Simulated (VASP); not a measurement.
# MgS (R3m) in VASP: a series of runs

MgS is run at these levels: PBE; tasks: relaxation of cell and atoms.

All numbers are computed with VASP 6.6.1; they aren't measurements. Logs are shortened: lines on timing, memory, paths and dates and some standing lists are left out, and cuts for length are marked.

### 1 The cell of the first run

Symmetry: R3m, No. 160, trigonal system. Conventional cell: a = 4.054 Å, b = 4.054 Å, c = 9.737 Å, α = 90.00°, β = 90.00°, γ = 120.00°. Within 3.2 Å of Mg (site symmetry 3m) lie 4 S at 2.43 to 2.48 Å. S (site symmetry 3m) has 4 Mg at 2.43 to 2.48 Å within 3.2 Å.

### 2 Relaxation of cell and atoms, PBE

INCAR

```
SYSTEM = MgS
ALGO = Normal
EDIFF = 1E-7
EDIFFG = -0.01
ENCUT = 500
GGA = PE
GGA_COMPAT = .FALSE.
IBRION = 2
ISIF = 3
ISMEAR = 0
ISYM = -1
KPAR = 1
LASPH = .TRUE.
LCHARG = .FALSE.
LREAL = .FALSE.
LWAVE = .FALSE.
NELM = 120
NELMIN = 4
NSW = 65
PREC = Accurate
SIGMA = 0.02
```

KPOINTS

```
explicit points
122
Reciprocal
  0.05555556   0.05555556   0.16666667 2
  0.05555556   0.05555556   0.50000000 2
  0.05555556   0.05555556   0.83333333 2
  0.05555556   0.16666667   0.16666667 2
  0.05555556   0.16666667   0.50000000 2
  0.05555556   0.16666667   0.83333333 2
  0.05555556   0.27777778   0.16666667 2
  0.05555556   0.27777778   0.50000000 2
  0.05555556   0.27777778   0.83333333 2
  0.05555556   0.38888889   0.16666667 2
  0.05555556   0.38888889   0.50000000 2
  0.05555556   0.38888889   0.83333333 2
  0.05555556   0.50000000   0.16666667 2
  0.05555556   0.50000000   0.50000000 2
  0.05555556   0.50000000   0.83333333 2
  0.05555556   0.61111111   0.16666667 2
  0.05555556   0.61111111   0.50000000 2
  0.05555556   0.61111111   0.83333333 2
  0.05555556   0.72222222   0.16666667 2
  0.05555556   0.72222222   0.50000000 2
  0.05555556   0.72222222   0.83333333 2
  0.05555556   0.83333333   0.16666667 2
  0.05555556   0.83333333   0.50000000 2
  0.05555556   0.83333333   0.83333333 2
  0.05555556   0.94444444   0.16666667 2
  0.05555556   0.94444444   0.50000000 2
  0.05555556   0.94444444   0.83333333 2
  0.16666667   0.05555556   0.16666667 2
  0.16666667   0.05555556   0.50000000 2
  0.16666667   0.05555556   0.83333333 2
  0.16666667   0.16666667   0.16666667 2
  0.16666667   0.16666667   0.50000000 2
  0.16666667   0.16666667   0.83333333 2
  0.16666667   0.27777778   0.16666667 2
  0.16666667   0.27777778   0.50000000 2
  0.16666667   0.27777778   0.83333333 2
  0.16666667   0.38888889   0.16666667 2
  0.16666667   0.38888889   0.50000000 2
  0.16666667   0.38888889   0.83333333 2
  0.16666667   0.50000000   0.16666667 2
  0.16666667   0.50000000   0.50000000 2
  0.16666667   0.50000000   0.83333333 2
  0.16666667   0.61111111   0.16666667 2
  0.16666667   0.61111111   0.50000000 2
  0.16666667   0.61111111   0.83333333 2
  0.16666667   0.72222222   0.16666667 2
  0.16666667   0.72222222   0.50000000 2
  0.16666667   0.72222222   0.83333333 2
  0.16666667   0.83333333   0.16666667 2
  0.16666667   0.83333333   0.50000000 2
  0.16666667   0.83333333   0.83333333 2
  0.16666667   0.94444444   0.16666667 2
  0.16666667   0.94444444   0.50000000 2
  0.16666667   0.94444444   0.83333333 2
  0.27777778   0.05555556   0.16666667 2
  0.27777778   0.05555556   0.50000000 2
  0.27777778   0.05555556   0.83333333 2
  0.27777778   0.16666667   0.16666667 2
  0.27777778   0.16666667   0.50000000 2
  0.27777778   0.16666667   0.83333333 2
  0.27777778   0.27777778   0.16666667 2
  0.27777778   0.27777778   0.50000000 2
  0.27777778   0.27777778   0.83333333 2
  0.27777778   0.38888889   0.16666667 2
  0.27777778   0.38888889   0.50000000 2
  0.27777778   0.38888889   0.83333333 2
  0.27777778   0.50000000   0.16666667 2
  0.27777778   0.50000000   0.50000000 2
  0.27777778   0.50000000   0.83333333 2
  0.27777778   0.61111111   0.16666667 2
  0.27777778   0.61111111   0.50000000 2
  0.27777778   0.61111111   0.83333333 2
  0.27777778   0.72222222   0.16666667 2
  0.27777778   0.72222222   0.50000000 2
  0.27777778   0.72222222   0.83333333 2
  0.27777778   0.83333333   0.16666667 2
  0.27777778   0.83333333   0.50000000 2
  0.27777778   0.83333333   0.83333333 2
  0.27777778   0.94444444   0.16666667 2
  0.27777778   0.94444444   0.50000000 2
  0.27777778   0.94444444   0.83333333 2
  0.38888889   0.05555556   0.16666667 2
  0.38888889   0.05555556   0.50000000 2
  0.38888889   0.05555556   0.83333333 2
  0.38888889   0.16666667   0.16666667 2
  0.38888889   0.16666667   0.50000000 2
  0.38888889   0.16666667   0.83333333 2
  0.38888889   0.27777778   0.16666667 2
  0.38888889   0.27777778   0.50000000 2
  0.38888889   0.27777778   0.83333333 2
  0.38888889   0.38888889   0.16666667 2
  0.38888889   0.38888889   0.50000000 2
  0.38888889   0.38888889   0.83333333 2
  0.38888889   0.50000000   0.16666667 2
  0.38888889   0.50000000   0.50000000 2
  0.38888889   0.50000000   0.83333333 2
  0.38888889   0.61111111   0.16666667 2
  0.38888889   0.61111111   0.50000000 2
  0.38888889   0.61111111   0.83333333 2
  0.38888889   0.72222222   0.16666667 2
  0.38888889   0.72222222   0.50000000 2
  0.38888889   0.72222222   0.83333333 2
  0.38888889   0.83333333   0.16666667 2
  0.38888889   0.83333333   0.50000000 2
  0.38888889   0.83333333   0.83333333 2
  0.38888889   0.94444444   0.16666667 2
  0.38888889   0.94444444   0.50000000 2
  0.38888889   0.94444444   0.83333333 2
  0.50000000   0.05555556   0.16666667 2
  0.50000000   0.05555556   0.50000000 2
  0.50000000   0.05555556   0.83333333 2
  0.50000000   0.16666667   0.16666667 2
  0.50000000   0.16666667   0.50000000 2
  0.50000000   0.16666667   0.83333333 2
  0.50000000   0.27777778   0.16666667 2
  0.50000000   0.27777778   0.50000000 2
  0.50000000   0.27777778   0.83333333 2
  0.50000000   0.38888889   0.16666667 2
  0.50000000   0.38888889   0.50000000 2
  0.50000000   0.38888889   0.83333333 2
  0.50000000   0.50000000   0.16666667 2
  0.50000000   0.50000000   0.50000000 1
```

POSCAR

```
MgS
1.0
    4.0544445452      0.0000000000      0.0000000000
   -2.0272222726      3.5112519744      0.0000000000
    0.0000000000      0.0000000000      9.7371454216
Mg S
3 3
Direct
    0.0000000000      0.0000000000      0.0000000000
    0.3333333333      0.6666666667      0.3333333333
    0.6666666667      0.3333333333      0.6666666667
    0.0000000000      0.0000000000      0.2500000000
    0.3333333333      0.6666666667      0.5833333333
    0.6666666667      0.3333333333      0.9166666667
```

Potentials or basis: VASP PAW PBE potentials, release 64 (Mg, S).

Run with:

```sh
> cat potpaw_PBE.64/Mg/POTCAR potpaw_PBE.64/S/POTCAR > POTCAR
> mpirun -np 4 vasp_std > vasp.out
```

OUTCAR:

```text
SYSTEM = MgS
   EDIFF = 1E-7
   EDIFFG = -0.01
   ENCUT = 500
   GGA = PE
   IBRION = 2
   ISIF = 3
   ISMEAR = 0
   ISYM = -1
   LASPH = .TRUE.
   LREAL = .FALSE.
   NELM = 120
   NELMIN = 4
   NSW = 65
   PREC = Accurate

 ion  position               nearest neighbor table
   1  0.000  0.000  0.000-   4 2.43   6 2.48   6 2.48   6 2.48
   2  0.333  0.667  0.333-   5 2.43   4 2.48   4 2.48   4 2.48
   3  0.667  0.333  0.667-   6 2.43   5 2.48   5 2.48   5 2.48
   4  0.000  0.000  0.250-   1 2.43   2 2.48   2 2.48   2 2.48
   5  0.333  0.667  0.583-   2 2.43   3 2.48   3 2.48   3 2.48
   6  0.667  0.333  0.917-   3 2.43   1 2.48   1 2.48   1 2.48

IMPORTANT INFORMATION: All symmetrisations will be switched off!
NOSYMM: (Re-)initialisation of all symmetry stuff for point group C_1.

----------------------------------------------------------------------------------------

                                     Primitive cell

  volume of cell :     138.6197

  direct lattice vectors                    reciprocal lattice vectors
     4.054444545  0.000000000  0.000000000     0.246642910  0.142399350  0.000000000
    -2.027222273  3.511251974  0.000000000     0.000000000  0.284798701  0.000000000
     0.000000000  0.000000000  9.737145422     0.000000000  0.000000000  0.102699503

  length of vectors
     4.054444545  4.054444545  9.737145422     0.284798701  0.284798701  0.102699503

  position of ions in fractional coordinates (direct lattice)
     0.000000000  0.000000000  0.000000000
     0.333333333  0.666666667  0.333333333
     0.666666667  0.333333333  0.666666667
     0.000000000  0.000000000  0.250000000
     0.333333333  0.666666667  0.583333333
     0.666666667  0.333333333  0.916666667

  ion indices of the primitive-cell ions
   primitive index   ion index
                 1           1
                 2           2
                 3           3
                 4           4
                 5           5
                 6           6

----------------------------------------------------------------------------------------

 KPOINTS: explicit points

Read explicit list of k-points.

 Found    122 k-points:

 Following reciprocal coordinates:
            Coordinates               Weight
  0.055556  0.055556  0.166667      0.008230
  0.055556  0.055556  0.500000      0.008230
  0.055556  0.055556  0.833333      0.008230
  0.055556  0.166667  0.166667      0.008230
  0.055556  0.166667  0.500000      0.008230
  0.055556  0.166667  0.833333      0.008230
[... 16 lines left out ...]
  0.055556  0.833333  0.500000      0.008230
  0.055556  0.833333  0.833333      0.008230
 [... further k-points ...]
   k-points           NKPTS =    122   k-points in BZ     NKDIM =    122   number of bands    NBANDS=     16
   number of dos      NEDOS =    301   number of ions     NIONS =      6
   total plane-waves  NPLWV =  64800
   dimension x,y,z NGX =    30 NGY =   30 NGZ =   72
   dimension x,y,z NGXF=    60 NGYF=   60 NGZF=  144
   ions per type =               3   3
   NGX,Y,Z   is equivalent  to a cutoff of  12.30, 12.30, 12.29 a.u.
   NGXF,Y,Z  is equivalent  to a cutoff of  24.60, 24.60, 24.59 a.u.
 SYSTEM =  MgS
   PREC   = accura    normal or accurate (medium, high low for compatibility)
   ISTART =      0    job   : 0-new  1-cont  2-samecut
   ICHARG =      2    charge: 1-file 2-atom 10-const
   ISPIN  =      1    spin polarized calculation?
   LNONCOLLINEAR =      F non collinear calculations
   LSORBIT =      F    spin-orbit coupling
   LASPH  =      T    aspherical Exc in radial PAW
   ENCUT  =  500.0 eV  36.75 Ry    6.06 a.u.   7.39  7.39 17.75*2*pi/ulx,y,z
   NELM   =    120;   NELMIN=  4; NELMDL= -5     # of ELM steps
   EDIFF  = 0.1E-06   stopping-criterion for ELM
   LREAL  =      F    real-space projection
   EDIFFG = -.1E-01   stopping-criterion for IOM
   NSW    =     65    number of steps for IOM
   IBRION =      2    ionic relax: 0-MD 1-quasi-New 2-CG
   NFREE  =      1    steps in history (QN), initial steepest desc. (CG)
   ISIF   =      3    stress and relaxation
   ISYM   =     -1    0-nonsym 1-usesym 2-fastsym
   POTIM  = 0.5000    time-step for ionic-motion
   TEBEG  =    0.0;   TEEND  =   0.0 temperature during run
   PSTRESS=    0.0 pullay stress
   NELECT =      24.0000    total number of electrons
   NUPDOWN=      -1.0000    fix difference up-down
   EMIN   =  10.00;   EMAX   =-10.00  energy-range for DOS
   EFERMI =   0.00;   METHOD = LEGACY
   ISMEAR =     0;   SIGMA  =   0.02  broadening in eV -4-tet -1-fermi 0-gaus
   EFERMI_NEDOS =   21; number of points for ismear=-14 and -15
   IALGO  =     38    algorithm
   IMIX   =      4    mixing-type and parameters
     AMIX     =   0.40;   BMIX     =  1.00
     AMIX_MAG =   1.60;   BMIX_MAG =  1.00
  volume/ion in A,a.u.               =      23.10       155.91
  Fermi-wavevector in a.u.,A,eV,Ry     =   0.912438  1.724259 11.327447  0.832544
  Thomas-Fermi vector in A             =   2.036834
   LORBIT       =      0    0 simple, 1 ext, 2 COOP (PROOUT), +10 PAW based schemes
   GGA     = PE    functional components
   LHFCALC =     F    Hartree Fock is set to
   AEXX    =    0.0000 exact exchange contribution
   IVDW    =     0    specifies the selected vdW correction
   LEPSILON=     F    determine dielectric tensor
   LRPA    =     F    only Hartree local field effects (RPA)
 conjugate gradient relaxation of ions
 non-spin polarized calculation
 Gauss-broadening in eV      SIGMA  =   0.02
  energy-cutoff  :      500.00
  volume of cell :      138.62
 maximum number of plane-waves:      3554
 NGX is ok and might be reduce to    30
   NGX = 15   NGY = 15   NGZ = 35

--------------------------------------- Ionic step        1  -------------------------------------------

 number of electron      24.0000000 magnetization

 Free energy of the ion-electron system (eV)
  ---------------------------------------------------
  ext. energy  EPLUGINS =         0.00000000
  ---------------------------------------------------
  free energy    TOTEN  =       -25.40683292 eV

  energy without entropy =      -25.40683292  energy(sigma->0) =      -25.40683292

------------------------ aborting loop because EDIFF is reached ----------------------------------------

  FORCE on cell =-STRESS in cart. coord.  units (eV):
  Direction    XX          YY          ZZ          XY          YZ          ZX
  --------------------------------------------------------------------------------------
  -------------------------------------------------------------------------------------
  Total       -0.6595877     -0.6594519      1.0990113      0.0001057     -0.0000014      0.0000079
  in kB       -7.6235651     -7.6219957     12.7024562      0.0012211     -0.0000165      0.0000913
  external PRESSURE =      -0.8477016 kB  Pullay stress =       0.0000000 kB
[... 225 lines left out ...]
  energy  without entropy=      -25.4183234743  energy(sigma->0) =      -25.41832347

--------------------------------------- Ionic step        7  -------------------------------------------

 number of electron      24.0000002 magnetization

 Free energy of the ion-electron system (eV)
  ---------------------------------------------------
  ext. energy  EPLUGINS =         0.00000000
  ---------------------------------------------------
  free energy    TOTEN  =       -25.41835721 eV

  energy without entropy =      -25.41835721  energy(sigma->0) =      -25.41835721

 E-fermi :   1.0676     XC(G=0):  -8.3241

 val. band max:        0.9524084902   @ k =   0.0556   0.9444   0.1667
 cond. band min:       4.6156885421   @ k =   0.0556   0.9444   0.1667
 fundamental gap:      3.6632800519
 Fermi energy:         1.0675897793

 k-point     1 :       0.0556    0.0556    0.1667
  band No.  band energies     occupation
      1     -10.1926      2.00000
      2      -9.8605      2.00000
      3      -9.6603      2.00000
      4      -1.7847      2.00000
      5      -1.0977      2.00000
      6       0.4065      2.00000
[... 8 lines left out ...]
     15       6.3596      0.00000
     16       8.1486      0.00000
[... 420 lines left out ...]
  band No.  band energies     occupation
      1     -10.1355      2.00000
      2      -9.8156      2.00000
      3      -9.6269      2.00000
      4      -1.7123      2.00000
      5      -1.1078      2.00000
      6       0.0936      2.00000
[... 8 lines left out ...]
     15       6.7449      0.00000
     16       7.7954      0.00000

 [... further k-points ...]

------------------------ aborting loop because EDIFF is reached ----------------------------------------

  FORCE on cell =-STRESS in cart. coord.  units (eV):
  Direction    XX          YY          ZZ          XY          YZ          ZX
  --------------------------------------------------------------------------------------
  -------------------------------------------------------------------------------------
  Total       -0.0565633     -0.0566060     -0.0591634     -0.0000285     -0.0000094      0.0000107
  in kB       -0.6544018     -0.6548962     -0.6844836     -0.0003300     -0.0001088      0.0001238
  external PRESSURE =      -0.6645939 kB  Pullay stress =       0.0000000 kB
[... 21 lines left out ...]
  FREE ENERGIE OF THE ION-ELECTRON SYSTEM (eV)
  ---------------------------------------------------
  free  energy   TOTEN  =       -25.4183572125 eV

  energy  without entropy=      -25.4183572125  energy(sigma->0) =      -25.41835721

 reached required accuracy - stopping structural energy minimisation
```

Wall time 4.5 min (4 MPI ranks of Intel Xeon Platinum 8488C (Sapphire Rapids), shared host); peak memory 0.25 GiB.

What came out:

```
Free energy                           : -25.4184 eV
Relaxed volume                        : 23.08 Å³/atom
Relaxed cell                          : a = 4.026 Å, b = 4.026 Å, c = 9.866 Å, α = 90.00°, β = 90.00°, γ = 120.00°
Space group after relaxing (to 0.1 Å) : F-43m (No. 216)
Energy gained by relaxing             : 1.9 meV/atom
Ionic steps                           : 7
Pressure after relaxing               : -0.1 GPa
Largest force after relaxing          : 0.004 eV/Å
Band gap on the k mesh                : 3.66 eV
```

Forces on the atoms (eV/Å):
```
Mg   0.000  0.000 -0.004
Mg   0.000  0.000 -0.004
Mg   0.000  0.000 -0.004
S    0.000  0.000  0.004
S    0.000  0.000  0.004
S    0.000  0.000  0.004
```

Step by step:
```
step  energy change (eV)  largest force (eV/Å)  pressure (GPa)  volume (Å³)
   1              0.0000                0.1359           -0.08       138.62
   2             -0.0107                0.0334           -0.02       138.37
   3             -0.0107                0.0313           -0.02       138.37
   4             -0.0110                0.0249            0.01       138.30
   5             -0.0115                0.0094            0.07       138.14
   6             -0.0115                0.0039            0.10       138.09
   7             -0.0115                0.0036           -0.07       138.48
```

Final structure:
```
Mg S
1.0
     4.02599    0.00001    0.00000
    -2.01298    3.48661    0.00000
     0.00001   -0.00001    9.86562
Mg S
3 3
Cartesian
  -2.0130 3.4866 0.0006
  0.0000 2.3244 3.2891
  2.0130 1.1622 6.5777
  4.0260 0.0000 2.4658
  0.0000 2.3244 5.7544
  2.0130 1.1622 9.0429
```

Caveat: a shifted mesh leaves out Γ, where band edges can lie.

(Continued in part 2 of 2.)
